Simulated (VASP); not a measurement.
A run of VASP 6.6.1:

INCAR

```
SYSTEM = TaAgC
ALGO = Normal
EDIFF = 1E-6
ENCUT = 520
GGA = PE
ISIF = 2
ISMEAR = 0
LASPH = .True.
LCHARG = .False.
LREAL = .False.
LWAVE = .False.
NBANDS = 35
NELM = 80
PREC = Accurate
SIGMA = 0.2
```

File KPOINTS:

```
k-points
0
Gamma
  8 4 4
  0 0 0
```

File POSCAR:

```
TaAgC
1.0
    0.0000000000      3.0229279323      0.0000000000
    0.0000000000      0.0000000000      5.6998691364
    6.0458558645      0.0000000000      0.0000000000
Ta Ag C
2 2 2
Direct
    0.5000000000      0.5000000000      0.2500000000
    0.5000000000      0.5000000000      0.7500000000
    0.5000000000      0.0000000000      0.2500000000
    0.5000000000      0.0000000000      0.7500000000
    0.0000000000      0.5000000000      0.5000000000
    0.0000000000      0.5000000000      1.0000000000
```

Potentials or basis: VASP PAW PBE potentials, release 64 (Ta_pv, Ag, C).

Command:

```sh
$ cat potpaw_PBE.64/Ta_pv/POTCAR potpaw_PBE.64/Ag/POTCAR potpaw_PBE.64/C/POTCAR > POTCAR
$ mpirun -np 1 vasp_std > vasp.out
```

Hardware: 1 thread of AMD EPYC 9R45 96-Core Processor (Zen 5), on a shared host.

Q: How long does it take, and how much memory?

A: Wall time 93 s on 1 thread of AMD EPYC 9R45 96-Core Processor (Zen 5), on a shared host, peak memory 0.28 GiB. Counts: scf iterations 15, k points 45.
